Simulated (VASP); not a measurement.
# LiNbO3 (R3c) in VASP: a series of runs

Aim: see how the results for LiNbO3 move with the level of theory and the settings. Levels: PBE, LDA. Tasks: electric field gradients.

All numbers are computed with VASP 6.6.1; they aren't measurements. Logs are shortened: lines on timing, memory, paths and dates and some standing lists are left out, and cuts for length are marked.

### 1 The cell of the first run

The structure is trigonal, space group R3c (No. 161). Conventional cell: a = 5.150 Å, b = 5.150 Å, c = 13.865 Å, α = 90.00°, β = 90.00°, γ = 120.00°. Li (site symmetry 3) has 6 O at 2.06 to 2.26 Å within 2.7 Å. Within 2.4 Å of Nb (site symmetry 3) lie 6 O at 1.84 to 2.18 Å. Within 2.4 Å of O (site symmetry 1) lie 2 Nb at 1.84 to 2.18 Å and 2 Li at 2.06 to 2.26 Å.

### 2 Electric field gradients, PBE

The input, INCAR:

```
ALGO = Normal
EDIFF = 1E-8
ENCUT = 520
GGA = PE
ISIF = 2
ISMEAR = -1
LASPH = T
LCHARG = F
LEFG = T
LREAL = F
LWAVE = F
NBANDS = 45
NELM = 100
PREC = Accurate
SIGMA = 0.02
```

The input, KPOINTS:

```
k-points
0
Gamma
  7 7 7
```

The input, POSCAR:

```
LiNbO3
1.0
    2.5750991265      1.4867341739      4.6217700000
   -2.5750991265      1.4867341739      4.6217700000
    0.0000000000     -2.9734683477      4.6217700000
Li Nb O
2 2 6
Direct
    0.2750000000      0.2750000000      0.2750000000
    0.7750000000      0.7750000000      0.7750000000
    0.0000000000      0.0000000000      0.0000000000
    0.5000000000      0.5000000000      0.5000000000
    0.1062000000      0.3533000000      0.7148000000
    0.7148000000      0.1062000000      0.3533000000
    0.3533000000      0.7148000000      0.1062000000
    0.2148000000      0.8533000000      0.6062000000
    0.8533000000      0.6062000000      0.2148000000
    0.6062000000      0.2148000000      0.8533000000
```

Potentials or basis: VASP PAW PBE potentials, release 64 (Li_sv, Nb_sv, O).

On the command line:

```bash
$ cat potpaw_PBE.64/Li_sv/POTCAR potpaw_PBE.64/Nb_sv/POTCAR potpaw_PBE.64/O/POTCAR > POTCAR
$ mpirun -np 1 vasp_std > vasp.out
```

OUTCAR:

```text
EDIFF = 1E-8
   ENCUT = 520
   GGA = PE
   ISIF = 2
   ISMEAR = -1
   LASPH = T
   LREAL = F
   NELM = 100
   PREC = Accurate

 ion  position               nearest neighbor table
   1  0.275  0.275  0.275-  10 2.06   8 2.06   9 2.06   5 2.26   6 2.26   7 2.26
   2  0.775  0.775  0.775-   6 2.06   7 2.06   5 2.06   9 2.26  10 2.26   8 2.26
   3  0.000  0.000  0.000-   6 1.84   5 1.84   7 1.84   8 2.18  10 2.18   9 2.18
   4  0.500  0.500  0.500-  10 1.84   9 1.84   8 1.84   7 2.18   6 2.18   5 2.18
   5  0.106  0.353  0.715-   3 1.84   2 2.06   4 2.18   1 2.26
   6  0.715  0.106  0.353-   3 1.84   2 2.06   4 2.18   1 2.26
   7  0.353  0.715  0.106-   3 1.84   2 2.06   4 2.18   1 2.26
   8  0.215  0.853  0.606-   4 1.84   1 2.06   3 2.18   2 2.26
   9  0.853  0.606  0.215-   4 1.84   1 2.06   3 2.18   2 2.26
  10  0.606  0.215  0.853-   4 1.84   1 2.06   3 2.18   2 2.26

  LATTYP: Found a trigonal (rhomboedric) cell.
 ALAT       =     5.4956593734
 COS(alpha) =     0.5608849875

  Lattice vectors:

 A1 = (   2.5750991265,   1.4867341739,   4.6217700000)
 A2 = (  -2.5750991265,   1.4867341739,   4.6217700000)
 A3 = (   0.0000000000,  -2.9734683477,   4.6217700000)

Analysis of symmetry for initial positions (statically):
=====================================================================
 Subroutine PRICEL returns:
 Original cell was already a primitive cell.

 Routine SETGRP: Setting up the symmetry group for a
 trigonal (rhombohedral) supercell.

 Subroutine GETGRP returns: Found  6 space group operations
 (whereof  3 operations were pure point group operations)
 out of a pool of 12 trial point group operations.

The static configuration has the point symmetry C_3 .
 The point group associated with its full space group is C_3v.

Analysis of symmetry for dynamics (positions and initial velocities):
=====================================================================
 Subroutine PRICEL returns:
 Original cell was already a primitive cell.

 Routine SETGRP: Setting up the symmetry group for a
 trigonal (rhombohedral) supercell.

 Subroutine GETGRP returns: Found  6 space group operations
 (whereof  3 operations were pure point group operations)
 out of a pool of 12 trial point group operations.

The dynamic configuration has the point symmetry C_3 .
 The point group associated with its full space group is C_3v.

 Subroutine INISYM returns: Found  6 space group operations
 (whereof  3 operations are pure point group operations),
 and found     1 'primitive' translations

----------------------------------------------------------------------------------------

                                     Primitive cell

  volume of cell :     106.1663

  direct lattice vectors                    reciprocal lattice vectors
     2.575099127  1.486734174  4.621770000     0.194167283  0.112102533  0.072122441
    -2.575099127  1.486734174  4.621770000    -0.194167283  0.112102533  0.072122441
     0.000000000 -2.973468348  4.621770000     0.000000000 -0.224205066  0.072122441

  length of vectors
     5.495659373  5.495659373  5.495659373     0.235519761  0.235519761  0.235519761

  position of ions in fractional coordinates (direct lattice)
     0.275000000  0.275000000  0.275000000
     0.775000000  0.775000000  0.775000000
     0.000000000  0.000000000  0.000000000
     0.500000000  0.500000000  0.500000000
     0.106200000  0.353300000  0.714800000
     0.714800000  0.106200000  0.353300000
     0.353300000  0.714800000  0.106200000
     0.214800000  0.853300000  0.606200000
     0.853300000  0.606200000  0.214800000
     0.606200000  0.214800000  0.853300000

  ion indices of the primitive-cell ions
   primitive index   ion index
                 1           1
                 2           2
                 3           3
                 4           4
                 5           5
                 6           6
[... 90 lines left out ...]
   EFERMI =   0.00;   METHOD = LEGACY
   ISMEAR =    -1;   SIGMA  =   0.02  broadening in eV -4-tet -1-fermi 0-gaus
   EFERMI_NEDOS =   21; number of points for ismear=-14 and -15
   IALGO  =     38    algorithm
   IMIX   =      4    mixing-type and parameters
     AMIX     =   0.40;   BMIX     =  1.00
     AMIX_MAG =   1.60;   BMIX_MAG =  1.00
  volume/ion in A,a.u.               =      10.62        71.64
  Fermi-wavevector in a.u.,A,eV,Ry     =   1.411179  2.666742 27.095008  1.991427
  Thomas-Fermi vector in A             =   2.533057
   LORBIT       =      0    0 simple, 1 ext, 2 COOP (PROOUT), +10 PAW based schemes
   GGA     = PE    functional components
   LHFCALC =     F    Hartree Fock is set to
   AEXX    =    0.0000 exact exchange contribution
   IVDW    =     0    specifies the selected vdW correction
   LEPSILON=     F    determine dielectric tensor
   LRPA    =     F    only Hartree local field effects (RPA)
 non-spin polarized calculation
  energy-cutoff  :      520.00
  volume of cell :      106.17
 maximum number of plane-waves:      2895
 NGX is ok and might be reduce to    42
   NGX = 21   NGY = 21   NGZ = 21

 number of electron      68.0000006 magnetization

 Free energy of the ion-electron system (eV)
  ---------------------------------------------------
  ext. energy  EPLUGINS =         0.00000000
  ---------------------------------------------------
  free energy    TOTEN  =       -79.90790406 eV

  energy without entropy =      -79.90790406  energy(sigma->0) =      -79.90790406

 E-fermi :   4.0161     XC(G=0): -10.7952

 val. band max:        3.5141169161   @ k =   0.1429   0.1429   0.1429
 cond. band min:       7.4296347823   @ k =  -0.4286   0.2857  -0.0000
 fundamental gap:      3.9155178662
 Fermi energy:         4.0160858558

 k-point     1 :       0.0000    0.0000    0.0000
  band No.  band energies     occupation
      1     -50.4443      2.00000
      2     -50.4289      2.00000
      3     -39.0540      2.00000
      4     -39.0516      2.00000
      5     -26.8244      2.00000
      6     -26.8244      2.00000
[... 1141 lines left out ...]
     44      12.7191      0.00000
     45      13.1921      0.00000

 [... further k-points ...]

------------------------ aborting loop because EDIFF is reached ----------------------------------------

  FORCE on cell =-STRESS in cart. coord.  units (eV):
  Direction    XX          YY          ZZ          XY          YZ          ZX
  --------------------------------------------------------------------------------------
  -------------------------------------------------------------------------------------
  Total        5.0919799      5.0919799      3.8530777      0.0000000      0.0000000      0.0000000
  in kB       76.8440784     76.8440784     58.1475599      0.0000000      0.0000000      0.0000000
  external PRESSURE =      70.6119055 kB  Pullay stress =       0.0000000 kB

 VOLUME and BASIS-vectors are now :
 -----------------------------------------------------------------------------
  energy-cutoff  :      520.00
  volume of cell :      106.17
      direct lattice vectors                 reciprocal lattice vectors
     2.575099127  1.486734174  4.621770000     0.194167283  0.112102533  0.072122441
    -2.575099127  1.486734174  4.621770000    -0.194167283  0.112102533  0.072122441
     0.000000000 -2.973468348  4.621770000     0.000000000 -0.224205066  0.072122441

 POSITION                                       TOTAL-FORCE (eV/Angst)
 -----------------------------------------------------------------------------------
      0.00000      0.00000      3.81296         0.000000      0.000000      0.115131
      0.00000      0.00000     10.74562         0.000000      0.000000      0.115131
      0.00000      0.00000      0.00000         0.000000     -0.000000     -1.222605
      0.00000      0.00000      6.93265         0.000000     -0.000000     -1.222605
     -0.63631     -1.44228      5.42734        -0.348077      0.511175      0.369158
      1.56721      0.17008      5.42734        -0.268651     -0.557031      0.369158
     -0.93090      1.27220      5.42734         0.616729      0.045857      0.369158
     -1.64420     -0.21454      7.73823        -0.616729      0.045857      0.369158
      0.63631      1.53119      7.73823         0.348077      0.511175      0.369158
      1.00789     -1.31665      7.73823         0.268651     -0.557031      0.369158
 -----------------------------------------------------------------------------------
    total drift:                               -0.000000      0.000001      0.001488

  FREE ENERGIE OF THE ION-ELECTRON SYSTEM (eV)
  ---------------------------------------------------
  free  energy   TOTEN  =       -79.9079040617 eV

  energy  without entropy=      -79.9079040617  energy(sigma->0) =      -79.90790406

 Electric field gradients (V/A^2)
---------------------------------------------------------------------
 ion       V_xx      V_yy      V_zz      V_xy      V_xz      V_yz
---------------------------------------------------------------------
   1      -0.151    -0.151     0.302     0.000    -0.000    -0.000
   2      -0.151    -0.151     0.302    -0.000     0.000    -0.000
   3     -30.241   -30.241    60.481     0.000    -0.000    -0.000
   4     -30.241   -30.241    60.481    -0.000     0.000    -0.000
   5      -8.560    -2.696    11.256    11.555    -0.773    11.576
   6       5.845   -17.101    11.256    -3.238    -9.638    -6.457
   7     -14.169     2.913    11.256    -8.317    10.412    -5.118
   8     -14.169     2.913    11.256     8.317   -10.412    -5.118
   9      -8.560    -2.696    11.256   -11.555     0.773    11.576
  10       5.845   -17.101    11.256     3.238     9.638    -6.457
---------------------------------------------------------------------

 Electric field gradients after diagonalization (V/A^2)
 (convention: |V_zz| > |V_xx| > |V_yy|)
----------------------------------------------------------------------
 ion       V_xx      V_yy      V_zz     asymmetry (V_yy - V_xx)/ V_zz
----------------------------------------------------------------------
   1      -0.151    -0.151     0.302       0.000
   2      -0.151    -0.151     0.302       0.000
   3     -30.241   -30.241    60.481       0.000
   4     -30.241   -30.241    60.481       0.000
   5      18.862     0.812   -19.674       0.917
   6      18.862     0.812   -19.674       0.917
   7      18.862     0.812   -19.674       0.917
   8      18.862     0.812   -19.674       0.917
   9      18.862     0.812   -19.674       0.917
  10      18.862     0.812   -19.674       0.917
----------------------------------------------------------------------

           NMR quadrupolar parameters

 Cq : quadrupolar parameter    Cq=e*Q*V_zz/h
 eta: asymmetry parameters     (V_yy - V_xx)/ V_zz
 Q  : nuclear electric quadrupole moment in mb (millibarn)
----------------------------------------------------------------------
 ion       Cq(MHz)       eta       Q (mb)
----------------------------------------------------------------------
   1       0.001       0.000       1.000
   2       0.001       0.000       1.000
   3       0.146       0.000       1.000
   4       0.146       0.000       1.000
   5      -0.048       0.917       1.000
   6      -0.048       0.917       1.000
   7      -0.048       0.917       1.000
   8      -0.048       0.917       1.000
   9      -0.048       0.917       1.000
  10      -0.048       0.917       1.000
----------------------------------------------------------------------
```

Wall time 9 min (1 thread of Intel Xeon Platinum 8259CL at 2.50GHz (Skylake/Cascade Lake), shared host); peak memory 0.35 GiB.

Results:

```yaml
Free_energy: -79.9079 eV
Largest_force: 1.223 eV/Å
Band_gap_on_the_k_mesh: 3.92 eV (least direct gap 4.02 eV)
Largest_electric_field_gradient_by_atom: Li +0.3; Nb +60.5; O -19.7 V/Å²
```

Forces in eV/Å, atoms in the order of the input:
```
Li   0.000  0.000  0.115
Li   0.000  0.000  0.115
Nb   0.000  0.000 -1.223
Nb   0.000  0.000 -1.223
O   -0.348  0.511  0.369
O   -0.269 -0.557  0.369
O    0.617  0.046  0.369
O   -0.617  0.046  0.369
O    0.348  0.511  0.369
O    0.269 -0.557  0.369
```

Levels at points of the mesh, in eV from the valence-band top:
```
           k point  band 30  band 31  band 32  band 33  band 34  band 35  band 36  band 37  band 38  band 39
(0.00, 0.00, 0.00)    -0.84    -0.79    -0.43     0.00     0.00     4.12     4.12     4.62     5.25     5.48
```

Electric field gradients, principal values (V/Å²):
| atom | least | middle | greatest (by size) |
| --- | --- | --- | --- |
| 1 Li | -0.151 | -0.151 | 0.302 |
| 2 Li | -0.151 | -0.151 | 0.302 |
| 3 Nb | -30.241 | -30.241 | 60.481 |
| 4 Nb | -30.241 | -30.241 | 60.481 |
| 5 O | 0.812 | 18.862 | -19.674 |
| 6 O | 0.812 | 18.862 | -19.674 |
| 7 O | 0.812 | 18.862 | -19.674 |
| 8 O | 0.812 | 18.862 | -19.674 |
| 9 O | 0.812 | 18.862 | -19.674 |
| 10 O | 0.812 | 18.862 | -19.674 |

Caveat: the cutoff is under 1.25 times the usual one of these potentials, so pressure, stress and relaxed cells hold a basis-set (Pulay) error; without QUAD_EFG the Cq values of the log hold for a quadrupole moment of 1 mb, not for the nuclei; an odd mesh through Γ misses points on the zone boundary, where band edges can lie; forces of over 1 eV/Å act on the atoms, so gaps and moduli don't describe the material at rest.

### 3 Electric field gradients, LDA

The input, INCAR:

```
SYSTEM = LiNbO3
ALGO = Normal ; EDIFF = 1E-8
ENCUT = 520 ; ISIF = 2
ISMEAR = -1 ; LASPH = .True.
LCHARG = .False. ; LEFG = .True.
LREAL = .False. ; LWAVE = .False.
NBANDS = 45 ; NELM = 100
PREC = Accurate ; SIGMA = 0.02
```

The input, KPOINTS:

```
k-points
0
Gamma
  7 7 7
  0 0 0
```

The input, POSCAR:

```
LiNbO3
1.0
    2.5750991265      1.4867341739      4.6217700000
   -2.5750991265      1.4867341739      4.6217700000
    0.0000000000     -2.9734683477      4.6217700000
Li Nb O
2 2 6
Direct
    0.2776613609      0.2776613609      0.2776613609
    0.7776613609      0.7776613609      0.7776613609
   -0.0043676508     -0.0043676508     -0.0043676508
    0.4956323492      0.4956323492      0.4956323492
    0.1025696935      0.3585438109      0.7148927856
    0.7148927856      0.1025696935      0.3585438109
    0.3585438109      0.7148927856      0.1025696935
    0.2148927856      0.8585438109      0.6025696935
    0.8585438109      0.6025696935      0.2148927856
    0.6025696935      0.2148927856      0.8585438109
```

Potentials or basis: VASP PAW LDA potentials, release 64 (Li_sv, Nb_sv, O).

On the command line:

```bash
$ cat potpaw_LDA.64/Li_sv/POTCAR potpaw_LDA.64/Nb_sv/POTCAR potpaw_LDA.64/O/POTCAR > POTCAR
$ mpirun -np 1 vasp_std > vasp.out
```

OUTCAR:

```text
SYSTEM = LiNbO3
   EDIFF = 1E-8
   ENCUT = 520
   ISIF = 2
   ISMEAR = -1
   LASPH = .True.
   LREAL = .False.
   NELM = 100
   PREC = Accurate

 ion  position               nearest neighbor table
   1  0.278  0.278  0.278-  10 2.05   8 2.05   9 2.05   5 2.24   6 2.24   7 2.24
   2  0.778  0.778  0.778-   6 2.05   7 2.05   5 2.05   9 2.24  10 2.24   8 2.24
   3  0.996  0.996  0.996-   6 1.88   5 1.88   7 1.88   8 2.14  10 2.14   9 2.14
   4  0.496  0.496  0.496-  10 1.88   9 1.88   8 1.88   7 2.14   6 2.14   5 2.14
   5  0.103  0.359  0.715-   3 1.88   2 2.05   4 2.14   1 2.24
   6  0.715  0.103  0.359-   3 1.88   2 2.05   4 2.14   1 2.24
   7  0.359  0.715  0.103-   3 1.88   2 2.05   4 2.14   1 2.24
   8  0.215  0.859  0.603-   4 1.88   1 2.05   3 2.14   2 2.24
   9  0.859  0.603  0.215-   4 1.88   1 2.05   3 2.14   2 2.24
  10  0.603  0.215  0.859-   4 1.88   1 2.05   3 2.14   2 2.24

  LATTYP: Found a trigonal (rhomboedric) cell.
 ALAT       =     5.4956593734
[... 1420 lines left out ...]
 ion       V_xx      V_yy      V_zz     asymmetry (V_yy - V_xx)/ V_zz
----------------------------------------------------------------------
   1      -0.145    -0.145     0.290       0.000
   2      -0.145    -0.145     0.290       0.000
   3     -19.443   -19.443    38.887       0.000
   4     -19.443   -19.443    38.887       0.000
   5      16.178     3.059   -19.238       0.682
   6      16.178     3.059   -19.238       0.682
   7      16.178     3.059   -19.238       0.682
   8      16.178     3.059   -19.238       0.682
   9      16.178     3.059   -19.238       0.682
  10      16.178     3.059   -19.238       0.682
----------------------------------------------------------------------

           NMR quadrupolar parameters

 Cq : quadrupolar parameter    Cq=e*Q*V_zz/h
 eta: asymmetry parameters     (V_yy - V_xx)/ V_zz
 Q  : nuclear electric quadrupole moment in mb (millibarn)
----------------------------------------------------------------------
 ion       Cq(MHz)       eta       Q (mb)
----------------------------------------------------------------------
   1       0.001       0.000       1.000
   2       0.001       0.000       1.000
   3       0.094       0.000       1.000
   4       0.094       0.000       1.000
   5      -0.047       0.682       1.000
   6      -0.047       0.682       1.000
   7      -0.047       0.682       1.000
   8      -0.047       0.682       1.000
   9      -0.047       0.682       1.000
  10      -0.047       0.682       1.000
----------------------------------------------------------------------
```

stdout:

```text
POSCAR found type information on POSCAR LiNbO
 POSCAR found :  3 types and      10 ions
 scaLAPACK will be used
 LDA part: xc-table for (Slater(with rela. corr.)+CA(PZ))
 , standard interpolation
 POSCAR, INCAR and KPOINTS ok, starting setup
 FFT: planning ... GRIDC
 FFT: planning ... GRID_SOFT
 FFT: planning ... GRID
 WAVECAR not read
 entering main loop
ion   1

ion   2

ion   3

ion   4

ion   5
     0.0000293    -4.7168803    -0.2336123    -2.8715063    -0.1541826    -0.7224139
     0.0000403    -4.7168803    -0.2336123    -2.8715062    -0.1541826    -0.7224139
     0.0000555    -4.7168802    -0.2336123    -2.8715062    -0.1541826    -0.7224139
     0.0000765    -4.7168801    -0.2336123    -2.8715062    -0.1541826    -0.7224139
[... 50 lines left out ...]
ion  10
     0.0000293    -2.9840689    -0.0167199    -2.8715063    -0.2794055    -3.7237312
     0.0000403    -2.9840689    -0.0167199    -2.8715062    -0.2794055    -3.7237312
     0.0000555    -2.9840689    -0.0167199    -2.8715062    -0.2794055    -3.7237311
     0.0000765    -2.9840688    -0.0167199    -2.8715062    -0.2794055    -3.7237311

     0.0000293    -6.2978675     3.0378248    -7.8849835    -4.2825083   -11.2220888
     0.0000403    -6.2978667     3.0378241    -7.8849822    -4.2825073   -11.2220869
     0.0000555    -6.2978653     3.0378228    -7.8849801    -4.2825056   -11.2220837
     0.0000765    -6.2978629     3.0378205    -7.8849765    -4.2825027   -11.2220783
```

It took 8.4 min on 1 thread of Intel Xeon Platinum 8259CL at 2.50GHz (Skylake/Cascade Lake), shared host; peak memory 0.32 GiB.

Results:

* Free energy: -87.5049 eV
* Largest force: 0.245 eV/Å
* Band gap on the k mesh: 3.50 eV (least direct gap 3.55 eV)
* Largest electric field gradient by atom: Li +0.3; Nb +38.9; O -19.2 V/Å²

Forces in eV/Å, atoms in the order of the input:
```
Li   0.000  0.000  0.000
Li   0.000  0.000  0.000
Nb   0.000  0.000 -0.148
Nb   0.000  0.000 -0.148
O    0.232 -0.064  0.049
O   -0.061  0.233  0.049
O   -0.171 -0.169  0.049
O    0.171 -0.169  0.049
O   -0.232 -0.064  0.049
O    0.061  0.233  0.049
```

Levels at points of the mesh, in eV from the valence-band top:
```
           k point  band 32  band 33  band 34  band 35  band 36  band 37
(0.00, 0.00, 0.00)    -0.53    -0.01    -0.01     3.54     3.54     3.97
```

Electric field gradients, principal values (V/Å²):
| atom | least | middle | greatest (by size) |
| --- | --- | --- | --- |
| 1 Li | -0.145 | -0.145 | 0.290 |
| 2 Li | -0.145 | -0.145 | 0.290 |
| 3 Nb | -19.443 | -19.443 | 38.887 |
| 4 Nb | -19.443 | -19.443 | 38.887 |
| 5 O | 3.059 | 16.178 | -19.238 |
| 6 O | 3.059 | 16.178 | -19.238 |
| 7 O | 3.059 | 16.178 | -19.238 |
| 8 O | 3.059 | 16.178 | -19.238 |
| 9 O | 3.059 | 16.178 | -19.238 |
| 10 O | 3.059 | 16.178 | -19.238 |

Caveat: the cutoff is under 1.25 times the usual one of these potentials, so pressure, stress and relaxed cells hold a basis-set (Pulay) error; without QUAD_EFG the Cq values of the log hold for a quadrupole moment of 1 mb, not for the nuclei; an odd mesh through Γ misses points on the zone boundary, where band edges can lie.
